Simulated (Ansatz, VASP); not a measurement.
One calculation of Ca, two programs

```
Ca
1.0
     3.48866    0.00000    0.00000
     0.00000    3.48866    0.00000
     0.00000    0.00000    3.48866
Ca
1
Direct
  0.00000 0.00000 0.00000
```

Alike in both runs: task single point; functional PBE; k mesh 8 × 8 × 8; occupations gaussian, width 0.1 eV; no spin polarisation.

```csv
,VASP,Ansatz
version,VASP 6.6.1,Ansatz 0.2.0
potentials or method,"VASP PAW PBE potentials, release 64 (Ca_sv), cutoff 520 eV","scalar-relativistic, plane waves, PAW"
valence electrons in the cell,10,10
```

|  | VASP | Ansatz | Ansatz less VASP |
| --- | --- | --- | --- |
| gap on the k mesh at the Fermi level (eV) | none | none | - |
| pressure (GPa) | 0.4 | 0.4 | -0.01 |

A gap of «none» marks a metal or a gap that the smearing closes. The functional is the same, so the differences come from potentials, cutoffs and numerics.
